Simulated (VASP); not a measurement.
The system is Rb2Re.

```
Rb Re
1.0
     6.08470    0.00000    0.00000
    -3.04235    5.26950    0.00000
     0.00000    0.00000    2.89674
Rb Re
2 1
Direct
  0.33333 0.66667 0.50000
  0.66667 0.33333 0.50000
  0.00000 0.00000 0.00000
```

| Item | Value |
| --- | --- |
| Program | VASP 6.6.1 |
| Task | relaxation of cell and atoms |
| Functional | PBE |
| Potentials or basis | VASP PAW PBE potentials, release 64 (Rb_sv, Re) |
| Cutoff | 600 eV |
| k mesh | 3 × 3 × 6 |
| Occupations | gaussian, width 0.1 eV |
| Spin | no spin polarisation |

At the start: pressure 0.2 GPa; volume 30.96 Å³/atom.

**Question.** How do energy, volume and symmetry change on relaxing?

**Answer.** Over 4 steps the energy falls by 5.3 meV/atom and the volume is 31.70 Å³/atom (+2.4 %); space group P6/mmm (No. 191, to 0.1 Å) before and after.

The path:
```csv
step,energy change (eV),largest force (eV/Å),pressure (GPa),volume (Å³)
1,0.0000,0.0000,0.20,92.88
2,-0.0122,0.0000,0.38,93.39
3,-0.0135,0.0000,0.47,93.61
4,-0.0158,0.0000,0.05,95.09
```

Final structure:
```cif
data_structure
_symmetry_space_group_name_H-M 'P 1'
_symmetry_Int_Tables_number 1
_cell_length_a 6.1993
_cell_length_b 6.1993
_cell_length_c 2.8570
_cell_angle_alpha 90.000
_cell_angle_beta 90.000
_cell_angle_gamma 120.000
_cell_volume 95.09
loop_
_atom_site_label
_atom_site_type_symbol
_atom_site_fract_x
_atom_site_fract_y
_atom_site_fract_z
_atom_site_occupancy
Rb1 Rb 0.33333 0.66667 0.50000 1
Rb2 Rb 0.66667 0.33333 0.50000 1
Re1 Re 0.00000 0.00000 0.00000 1
```

Caveat: the k points lie up to 0.39 Å⁻¹ apart in the final cell, too coarse for converged energies and pressures of a metal.
